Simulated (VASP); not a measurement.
Write the native input for VASP 6.6.1 that does the following.

```yaml
Task: single point
Functional: PBE
Potentials_or_basis: VASP PAW PBE potentials, release 64 (Al, Cu)
Cutoff: 520 eV
k_mesh: 16 × 16 × 16
Occupations: gaussian, width 0.15 eV
Spin: no spin polarisation
Dipole_correction: no
Further_INCAR_settings: ALGO = Fast; EDIFF = 1e-07; NBANDS = 16
```

The structure of Al2Cu lies in POSCAR:

```
Al2Cu
1.0
   -2.0446280232      2.0446280232      2.6743889739
    2.0446280232     -2.0446280232      2.6743889739
    2.0446280232      2.0446280232     -2.6743889739
Al Cu
2 1
Direct
    0.7500000000      0.2500000000      0.5000000000
    0.2500000000      0.7500000000      0.5000000000
    0.5000000000      0.5000000000      0.0000000000
```

This cell differs from its parent crystal: strain -0.0750 x Voigt [0, 0, 1, 0, 0, 0].

One way to write it, as run:

INCAR

```
SYSTEM = Al2Cu
PREC = Accurate
ENCUT = 520
EDIFF = 1E-7
ISMEAR = 0
SIGMA = 0.15
LREAL = .False.
LASPH = .True.
NELM = 60
ALGO = Fast
ISIF = 2
LWAVE = .False.
LCHARG = .False.
GGA = PE
NBANDS = 16
```

KPOINTS

```
regular mesh
0
Gamma
  16 16 16
  0 0 0
```

Potentials or basis: VASP PAW PBE potentials, release 64 (Al, Cu).

Command:

```bash
$ cat potpaw_PBE.64/Al/POTCAR potpaw_PBE.64/Cu/POTCAR > POTCAR
$ mpirun -np 1 vasp_std > vasp.out
```

It gave:

- Pressure: 9.6 GPa

Caveat: the cell differs from its parent crystal (strain -0.0750 x Voigt [0, 0, 1, 0, 0, 0]).

Run time: 3.6 min on 1 thread of Intel(R) Xeon(R) 6975P-C (Granite Rapids), with other jobs on the host, peak memory 0.35 GiB.
